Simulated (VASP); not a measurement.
Write the native input for VASP 6.6.1 that does the following.

```yaml
Task: single point
Functional: r2SCAN
Potentials_or_basis: VASP PAW PBE potentials, release 64 (Au)
Cutoff: 520 eV
k_mesh: 14 × 14 × 8
Occupations: gaussian, width 0.15 eV
Spin: no spin polarisation
Dipole_correction: no
Further_INCAR_settings: ALGO = Normal; EDIFF = 1e-06; NBANDS = 18
```

The system is Au.

```xyz
2
Lattice="1.4199 -2.5507 0.0000 1.4199 2.5507 0.0000 0.0000 0.0000 4.8568" Properties=species:S:1:pos:R:3 pbc="T T T"
Au    1.4199   -0.8374    1.2142
Au    1.4199    0.8374    3.6426
```

One way to write it, as run:

POSCAR

```
Au
1.0
    1.4199310067     -2.5507036531      0.0000000000
    1.4199310067      2.5507036531      0.0000000000
    0.0000000000      0.0000000000      4.8568390303
Au
2
Direct
    0.6641465040      0.3358534960      0.2500000000
    0.3358534960      0.6641465040      0.7500000000
```

INCAR.step1

```
PREC = Accurate
ENCUT = 520
ISMEAR = 0
SIGMA = 0.15
LREAL = F
LASPH = T
NELM = 80
NBANDS = 18
GGA = PE
ALGO = Normal
EDIFF = 1E-4
LWAVE = T
LCHARG = F
```

INCAR.step2

```
PREC = Accurate
ENCUT = 520
EDIFF = 1E-6
ISMEAR = 0
SIGMA = 0.15
LREAL = F
LASPH = T
NELM = 80
ALGO = Normal
ISIF = 2
LWAVE = F
LCHARG = F
METAGGA = R2SCAN
LMIXTAU = T
NBANDS = 18
ISTART = 1
```

KPOINTS

```
Automatic mesh
0
Gamma
  14 14 8
```

Potentials or basis: VASP PAW PBE potentials, release 64 (Au).

Launch:

```bash
$ cat potpaw_PBE.64/Au/POTCAR > POTCAR
$ cp INCAR.step1 INCAR
$ mpirun -np 1 vasp_std > vasp.out
$ cp INCAR.step2 INCAR
$ mpirun -np 1 vasp_std > vasp.out
```

It gave:

```yaml
Pressure: 0.3 GPa
Largest_force: 0.006 eV/Å
Band_gap_on_the_k_mesh: zero (bands 11 and 12 overlap by 6.77 eV)
```

Caveat: the PAW data sets were made with another functional, which shifts forces and pressure a little; spin-orbit coupling is left out, which moves the levels of the heavy elements.

It took 7 min on 1 thread of Intel(R) Xeon(R) Platinum 8259CL CPU @ 2.50GHz (Skylake/Cascade Lake) (shared host), peak memory 0.28 GiB.
